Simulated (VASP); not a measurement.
# Zn (P6_3/mmc) in VASP: notebook

Zn is run at these levels: LDA, BLYP+D4; tasks: single point.

Everything below comes from runs of VASP 6.6.1. Logs are shortened: lines on timing, memory, paths and dates and some standing lists are left out, and cuts for length are marked.

## Step 1: The cell of the first run

The structure is hexagonal, space group P6_3/mmc (No. 194). The conventional cell has a = 2.670 Å, b = 2.670 Å, c = 4.966 Å, α = 90.00°, β = 90.00°, γ = 120.00°. Zn (site symmetry -6m2) has 12 Zn at 2.67 to 2.92 Å within 3.5 Å.

## Step 2: Single point, LDA

The input, INCAR:

```
PREC = Accurate
ENCUT = 520
EDIFF = 1E-7
ISMEAR = -1
SIGMA = 0.05
LREAL = False
LASPH = True
NELM = 60
ALGO = Fast
ISIF = 2
LWAVE = False
LCHARG = False
NBANDS = 19
```

The input, KPOINTS:

```
Automatic mesh
0
Gamma
  11 11 6
```

The input, POSCAR:

```
Zn
1.0
    2.6700000000      0.0000000000      0.0000000000
   -1.3350000000      2.3122878281      0.0000000000
    0.0000000000      0.0000000000      4.9660000000
Zn
2
Direct
    0.6666666667      0.3333333333      0.7500000000
    0.3333333333      0.6666666667      0.2500000000
```

Potentials or basis: VASP PAW LDA potentials, release 64 (Zn).

Command:

```sh
cat potpaw_LDA.64/Zn/POTCAR > POTCAR
mpirun -np 1 vasp_std > vasp.out
```

OUTCAR:

```text
PREC = Accurate
   ENCUT = 520
   EDIFF = 1E-7
   ISMEAR = -1
   LREAL = False
   LASPH = True
   NELM = 60
   ISIF = 2

 ion  position               nearest neighbor table
   1  0.667  0.333  0.750-   2 2.92   2 2.92   2 2.92   2 2.92   2 2.92   2 2.92
   2  0.333  0.667  0.250-   1 2.92   1 2.92   1 2.92   1 2.92   1 2.92   1 2.92

  LATTYP: Found a hexagonal cell.
 ALAT       =     2.6700000000
 C/A-ratio  =     1.8599250936

  Lattice vectors:

 A1 = (   2.6700000000,   0.0000000000,   0.0000000000)
 A2 = (  -1.3350000000,   2.3122878281,   0.0000000000)
 A3 = (   0.0000000000,   0.0000000000,   4.9660000000)

Analysis of symmetry for initial positions (statically):
=====================================================================
 Subroutine PRICEL returns:
 Original cell was already a primitive cell.

 Routine SETGRP: Setting up the symmetry group for a
 hexagonal supercell.

 Subroutine GETGRP returns: Found 24 space group operations
 (whereof 12 operations were pure point group operations)
 out of a pool of 24 trial point group operations.

The static configuration has the point symmetry D_3d.
 The point group associated with its full space group is D_6h.

Analysis of symmetry for dynamics (positions and initial velocities):
=====================================================================
 Subroutine PRICEL returns:
 Original cell was already a primitive cell.

 Routine SETGRP: Setting up the symmetry group for a
 hexagonal supercell.

 Subroutine GETGRP returns: Found 24 space group operations
 (whereof 12 operations were pure point group operations)
 out of a pool of 24 trial point group operations.

The dynamic configuration has the point symmetry D_3d.
 The point group associated with its full space group is D_6h.

 Subroutine INISYM returns: Found 24 space group operations
 (whereof 12 operations are pure point group operations),
 and found     1 'primitive' translations

----------------------------------------------------------------------------------------

                                     Primitive cell

  volume of cell :      30.6591

  direct lattice vectors                    reciprocal lattice vectors
     2.670000000  0.000000000  0.000000000     0.374531835  0.216236056  0.000000000
    -1.335000000  2.312287828  0.000000000     0.000000000  0.432472112  0.000000000
     0.000000000  0.000000000  4.966000000     0.000000000  0.000000000  0.201369311

  length of vectors
[... 75 lines left out ...]
   ICHARG =      2    charge: 1-file 2-atom 10-const
   ISPIN  =      1    spin polarized calculation?
   LNONCOLLINEAR =      F non collinear calculations
   LSORBIT =      F    spin-orbit coupling
   LASPH  =      T    aspherical Exc in radial PAW
   ENCUT  =  520.0 eV  38.22 Ry    6.18 a.u.   4.96  4.96  9.23*2*pi/ulx,y,z
   NELM   =     60;   NELMIN=  2; NELMDL= -5     # of ELM steps
   EDIFF  = 0.1E-06   stopping-criterion for ELM
   LREAL  =      F    real-space projection
   EDIFFG = 0.1E-05   stopping-criterion for IOM
   NSW    =      0    number of steps for IOM
   IBRION =     -1    ionic relax: 0-MD 1-quasi-New 2-CG
   NFREE  =      0    steps in history (QN), initial steepest desc. (CG)
   ISIF   =      2    stress and relaxation
   ISYM   =      2    0-nonsym 1-usesym 2-fastsym
   POTIM  = 0.5000    time-step for ionic-motion
   TEBEG  =    0.0;   TEEND  =   0.0 temperature during run
   PSTRESS=    0.0 pullay stress
   NELECT =      24.0000    total number of electrons
   NUPDOWN=      -1.0000    fix difference up-down
   EMIN   =  10.00;   EMAX   =-10.00  energy-range for DOS
   EFERMI =   0.00;   METHOD = LEGACY
   ISMEAR =    -1;   SIGMA  =   0.05  broadening in eV -4-tet -1-fermi 0-gaus
   EFERMI_NEDOS =   21; number of points for ismear=-14 and -15
   IALGO  =     68    algorithm
   IMIX   =      4    mixing-type and parameters
     AMIX     =   0.40;   BMIX     =  1.00
     AMIX_MAG =   1.60;   BMIX_MAG =  1.00
  volume/ion in A,a.u.               =      15.33       103.45
  Fermi-wavevector in a.u.,A,eV,Ry     =   1.508778  2.851177 30.972445  2.276410
  Thomas-Fermi vector in A             =   2.619187
   LORBIT       =      0    0 simple, 1 ext, 2 COOP (PROOUT), +10 PAW based schemes
   GGA     = CA    functional components
   LHFCALC =     F    Hartree Fock is set to
   AEXX    =    0.0000 exact exchange contribution
   IVDW    =     0    specifies the selected vdW correction
   LEPSILON=     F    determine dielectric tensor
   LRPA    =     F    only Hartree local field effects (RPA)
 non-spin polarized calculation
 RMM-DIIS sequential band-by-band and
  energy-cutoff  :      520.00
  volume of cell :       30.66
 maximum number of plane-waves:       846
 NGX is ok and might be reduce to    20
   NGX =  9   NGY =  9   NGZ = 19

 number of electron      24.0000011 magnetization

 Free energy of the ion-electron system (eV)
  ---------------------------------------------------
  ext. energy  EPLUGINS =         0.00000000
  ---------------------------------------------------
  free energy    TOTEN  =        -3.64075014 eV

  energy without entropy =       -3.63614480  energy(sigma->0) =       -3.63844747

 E-fermi :   2.6858     XC(G=0): -11.8435

 val. band max:        2.6429715153   @ k =   0.3636   0.2727   0.3333
 cond. band min:       2.6992163018   @ k =   0.3636   0.2727   0.3333
 fundamental gap:      0.0562447865
 Fermi energy:         2.6857533163

 k-point     1 :       0.0000    0.0000    0.0000
  band No.  band energies     occupation
      1      -7.5206      2.00000
      2      -5.8197      2.00000
      3      -5.1469      2.00000
      4      -4.9155      2.00000
      5      -4.9155      2.00000
      6      -4.8671      2.00000
[... 505 lines left out ...]
      6      -4.8655      2.00000
[... 11 lines left out ...]
     18      17.2685      0.00000
     19      19.4919      0.00000

 [... further k-points ...]
[... 5 lines left out ...]
  --------------------------------------------------------------------------------------
  -------------------------------------------------------------------------------------
  Total       -1.7210115     -1.7210115     -1.4476973     -0.0000000      0.0000000      0.0000000
  in kB      -89.9361874    -89.9361874    -75.6534058     -0.0000000      0.0000000      0.0000000
  external PRESSURE =     -85.1752602 kB  Pullay stress =       0.0000000 kB

 VOLUME and BASIS-vectors are now :
 -----------------------------------------------------------------------------
  energy-cutoff  :      520.00
  volume of cell :       30.66
      direct lattice vectors                 reciprocal lattice vectors
     2.670000000  0.000000000  0.000000000     0.374531835  0.216236056  0.000000000
    -1.335000000  2.312287828  0.000000000     0.000000000  0.432472112  0.000000000
     0.000000000  0.000000000  4.966000000     0.000000000  0.000000000  0.201369311

 POSITION                                       TOTAL-FORCE (eV/Angst)
 -----------------------------------------------------------------------------------
      1.33500      0.77076      3.72450        -0.000000      0.000000      0.000000
     -0.00000      1.54153      1.24150         0.000000     -0.000000      0.000000
 -----------------------------------------------------------------------------------
    total drift:                               -0.000000      0.000000      0.000000

  FREE ENERGIE OF THE ION-ELECTRON SYSTEM (eV)
  ---------------------------------------------------
  free  energy   TOTEN  =        -3.6407501391 eV

  energy  without entropy=       -3.6361447957  energy(sigma->0) =       -3.63844747
```

OSZICAR:

```text
N       E                     dE             d eps       ncg     rms          rms(c)
DAV:   1     0.113533904185E+03    0.11353E+03   -0.12316E+04  2512   0.200E+03
DAV:   2     0.136581719642E+01   -0.11217E+03   -0.10872E+03  2458   0.299E+02
DAV:   3    -0.386091925571E+01   -0.52267E+01   -0.52057E+01  2752   0.709E+01
DAV:   4    -0.389322258057E+01   -0.32303E-01   -0.32295E-01  2689   0.576E+00
DAV:   5    -0.389326748100E+01   -0.44900E-04   -0.44900E-04  2696   0.195E-01    0.393E+00
RMM:   6    -0.366510953966E+01    0.22816E+00   -0.81446E-01  2781   0.107E+01    0.302E+00
RMM:   7    -0.364968046018E+01    0.15429E-01   -0.29436E-02  2922   0.244E+00    0.150E+00
RMM:   8    -0.364085914532E+01    0.88213E-02   -0.66987E-03  2750   0.580E-01    0.119E-01
RMM:   9    -0.364078059820E+01    0.78547E-04   -0.18113E-03  2972   0.605E-01    0.849E-02
RMM:  10    -0.364074962076E+01    0.30977E-04   -0.13890E-04  2912   0.117E-01    0.106E-02
RMM:  11    -0.364075019510E+01   -0.57434E-06   -0.12904E-05  2902   0.322E-02    0.278E-03
RMM:  12    -0.364075013905E+01    0.56045E-07   -0.89869E-07  2994   0.104E-02
   1 F= -.36407501E+01 E0= -.36384475E+01  d E =-.460534E-02
```

stdout:

```text
POSCAR found type information on POSCAR Zn
 POSCAR found :  1 types and       2 ions
 scaLAPACK will be used
 LDA part: xc-table for (Slater(with rela. corr.)+CA(PZ))
 , standard interpolation
 POSCAR, INCAR and KPOINTS ok, starting setup
 FFT: planning ... GRIDC
 FFT: planning ... GRID_SOFT
 FFT: planning ... GRID
 WAVECAR not read
 entering main loop
```

Wall time 59 s (1 thread of AMD EPYC 7R13, shared host); peak memory 0.12 GiB.

Results:

```yaml
Free_energy: -3.6408 eV
Pressure: -8.5 GPa
Band_gap_on_the_k_mesh: zero (band 12 reaches 4.53 eV, above the bottom of band 13 at -0.30 eV)
```

Stress tensor (GPa, compression positive):
```
-8.99  0.00  0.00
 0.00 -8.99  0.00
 0.00  0.00 -7.57
```

## Step 3: Single point, BLYP+D4 (volume scaled by 0.88)

The input, INCAR:

```
SYSTEM = Zn
PREC = Accurate ; ENCUT = 520
EDIFF = 1E-6 ; ISMEAR = -5
SIGMA = 0.1 ; LREAL = .False.
LASPH = .True. ; NELM = 80
ALGO = Normal ; ISIF = 2
LWAVE = .False. ; LCHARG = .True.
GGA = B5 ; ALDAX = 1.0
AGGAX = 1.0 ; AGGAC = 1.0
ALDAC = 0.0 ; IVDW = 13
VDW_S6 = 1.0 ; VDW_S8 = 2.34076671
VDW_A1 = 0.44488865 ; VDW_A2 = 4.0933009
LELF = .True. ; LVHAR = .True.
NBANDS = 19
```

The input, KPOINTS:

```
regular mesh
0
Gamma
  11 11 6
  0 0 0
```

The input, POSCAR:

```
Zn
1.0
    2.5586182000      0.0000000000      0.0000000000
   -1.2793091000      2.2158283598      0.0000000000
    0.0000000000      0.0000000000      4.7588382000
Zn
2
Direct
    0.6666666667      0.3333333333      0.7500000000
    0.3333333333      0.6666666667      0.2500000000
```

Potentials or basis: VASP PAW PBE potentials, release 64 (Zn).

Command:

```sh
cat potpaw_PBE.64/Zn/POTCAR > POTCAR
mpirun -np 1 vasp_std > vasp.out
```

OUTCAR:

```text
SYSTEM = Zn
   PREC = Accurate
   ENCUT = 520
   EDIFF = 1E-6
   ISMEAR = -5
   LREAL = .False.
   LASPH = .True.
   NELM = 80
   ISIF = 2
   GGA = B5
   IVDW = 13

 ion  position               nearest neighbor table
   1  0.667  0.333  0.750-   2 2.80   2 2.80   2 2.80   2 2.80   2 2.80   2 2.80
   2  0.333  0.667  0.250-   1 2.80   1 2.80   1 2.80   1 2.80   1 2.80   1 2.80

  LATTYP: Found a hexagonal cell.
 ALAT       =     2.5586182000
 C/A-ratio  =     1.8599250955

  Lattice vectors:

 A1 = (   2.5586182000,   0.0000000000,   0.0000000000)
 A2 = (  -1.2793091000,   2.2158283598,   0.0000000000)
 A3 = (   0.0000000000,   0.0000000000,   4.7588382000)

Analysis of symmetry for initial positions (statically):
=====================================================================
 Subroutine PRICEL returns:
 Original cell was already a primitive cell.

 Routine SETGRP: Setting up the symmetry group for a
 hexagonal supercell.

 Subroutine GETGRP returns: Found 24 space group operations
 (whereof 12 operations were pure point group operations)
 out of a pool of 24 trial point group operations.

The static configuration has the point symmetry D_3d.
 The point group associated with its full space group is D_6h.
[... 164 lines left out ...]

 E-fermi :   4.3202     XC(G=0): -11.6375

 val. band max:        4.7878551956   @ k =   0.3636   0.2727   0.5000
 cond. band min:       4.4644649696   @ k =   0.1818   0.0000   0.1667
 fundamental gap:     -0.3233902261
 Fermi energy:         4.3202235389

 k-point     1 :       0.0000    0.0000    0.0000
  band No.  band energies     occupation
      1      -6.8446      2.00000
      2      -4.8441      2.00000
      3      -3.9929      2.00000
      4      -3.6890      2.00000
      5      -3.6890      2.00000
      6      -3.6273      2.00000
[... 505 lines left out ...]
      6      -3.6430      2.00000
[... 11 lines left out ...]
     18      20.3283      0.00000
     19      22.5987      0.00000

 [... further k-points ...]

------------------------ aborting loop because EDIFF is reached ----------------------------------------

  DFT-D4 for vdW energy calculation

  Edisp (eV):   -1.38172

  FORCE on cell =-STRESS in cart. coord.  units (eV):
  Direction    XX          YY          ZZ          XY          YZ          ZX
  --------------------------------------------------------------------------------------
  -------------------------------------------------------------------------------------
  Total       2.16933     2.16933     1.27303     0.00000     0.00000     0.00000
  in kB     128.82279   128.82279    75.59741     0.00000     0.00000     0.00000
  external pressure =      111.08 kB  Pullay stress =        0.00 kB

 VOLUME and BASIS-vectors are now :
 -----------------------------------------------------------------------------
  energy-cutoff  :      520.00
  volume of cell :       26.98
      direct lattice vectors                 reciprocal lattice vectors
     2.558618200  0.000000000  0.000000000     0.390835960  0.225649247  0.000000000
    -1.279309100  2.215828360  0.000000000     0.000000000  0.451298493  0.000000000
     0.000000000  0.000000000  4.758838200     0.000000000  0.000000000  0.210135323

 POSITION                                       TOTAL-FORCE (eV/Angst)
 -----------------------------------------------------------------------------------
      1.27931      0.73861      3.56913        -0.000000      0.000000      0.000000
     -0.00000      1.47722      1.18971         0.000000     -0.000000      0.000000
 -----------------------------------------------------------------------------------
    total drift:                                0.000000     -0.000000      0.000000

  FREE ENERGIE OF THE ION-ELECTRON SYSTEM (eV)
  ---------------------------------------------------
  free  energy   TOTEN  =        -1.7976976692 eV

  energy  without entropy=       -1.7976976692  energy(sigma->0) =       -1.79769767
```

stdout:

```text
POSCAR found type information on POSCAR Zn
 POSCAR found :  1 types and       2 ions
 scaLAPACK will be used
 -----------------------------------------------------------------------------
|                                                                             |
[... 23 lines left out ...]
|     occupations, so forces and stress will be inaccurate. We suggest        |
|     using a different smearing scheme ISMEAR = 1 or 2 for metals in         |
|     relaxations.                                                            |
|                                                                             |
 -----------------------------------------------------------------------------
```

It took 53 s on 1 thread of AMD EPYC 7R13 (Zen 3), shared host; peak memory 0.12 GiB.

Results:

```yaml
Free_energy: -1.7977 eV
Pressure: 11.1 GPa
Band_gap_on_the_k_mesh: zero (band 12 reaches 6.34 eV, above the bottom of band 13 at 1.42 eV)
Dispersion_energy_per_atom: -0.691 eV
```

Stress tensor (GPa, compression positive):
```
12.88  0.00  0.00
 0.00 12.88  0.00
 0.00  0.00  7.56
```

Levels at points of the mesh, in eV from the Fermi level:
```
           k point  band 9  band 10  band 11  band 12  band 13  band 14  band 15  band 16
(0.00, 0.00, 0.00)   -7.55    -7.29    -7.29    -3.91    -2.90    14.76    18.85    19.12
(0.00, 0.00, 0.50)   -7.40    -7.40    -7.40    -7.40     5.16     5.16    20.54    20.54
```

Caveat: the PAW data sets were made with another functional, which shifts forces and pressure a little; pairwise dispersion overbinds metals, which lowers pressure and volume; tetrahedron occupations give inexact forces and stress in metals.
